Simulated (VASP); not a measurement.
Set up this calculation in VASP 6.6.1, as the native input.

| Quantity | Value |
| --- | --- |
| Task | relaxation of cell and atoms |
| Functional | PBE |
| Dispersion | D3(BJ) |
| Potentials or basis | VASP PAW PBE potentials, release 64 (Zr_sv) |
| Cutoff | 500 eV |
| k mesh | 18 × 18 × 4 |
| Occupations | gaussian, width 0.1 eV |
| Spin | no spin polarisation |
| Dipole correction | no |
| Further INCAR settings | ALGO = Normal; EDIFF = 1e-07; IBRION = 2; EDIFFG = -0.01; NSW = 80; ISIF = 3 |

The structure of Zr lies in POSCAR:

```
Zr
1.0
    3.1745217826      0.0000000000      0.0000000000
   -1.5872608913      2.7492165086      0.0000000000
    0.0000000000      0.0000000000     10.2764174705
Zr
4
Direct
    0.0000000000      0.0000000000      0.0000000000
    0.3333333333      0.6666666667      0.2500000000
    0.0000000000      0.0000000000      0.5000000000
    0.6666666667      0.3333333333      0.7500000000
```

The input as run:

INCAR

```
PREC = Accurate
ENCUT = 500
EDIFF = 1E-7
ISMEAR = 0
SIGMA = 0.1
LREAL = False
LASPH = True
NELM = 120
ALGO = Normal
ISIF = 3
LWAVE = False
LCHARG = False
GGA = PE
IVDW = 12
IBRION = 2
NSW = 80
EDIFFG = -0.01
GGA_COMPAT = False
NELMIN = 4
```

KPOINTS

```
regular mesh
0
Gamma
  18 18 4
```

Potentials or basis: VASP PAW PBE potentials, release 64 (Zr_sv).

Run with:

```console
$ cat potpaw_PBE.64/Zr_sv/POTCAR > POTCAR
$ mpirun -np 1 vasp_std > vasp.out
```

Results of the run:

```json
{
  "Relaxed volume": "22.42 Å³/atom",
  "Relaxed cell": "a = 3.167 Å, b = 3.167 Å, c = 10.325 Å, α = 90.00°, β = 90.00°, γ = 120.00°",
  "Space group after relaxing (to 0.1 Å)": "P6_3/mmc (No. 194)",
  "Energy gained by relaxing": "0.1 meV/atom",
  "Ionic steps": "4",
  "Pressure after relaxing": "0.0 GPa",
  "Band gap on the k mesh": "zero (bands 24 and 25 overlap by 1.43 eV)",
  "Dispersion energy per atom": "-0.550 eV"
}
```

It took 9.3 min on 1 thread of Intel(R) Xeon(R) Platinum 8488C (Sapphire Rapids), on a shared host, peak memory 0.35 GiB.
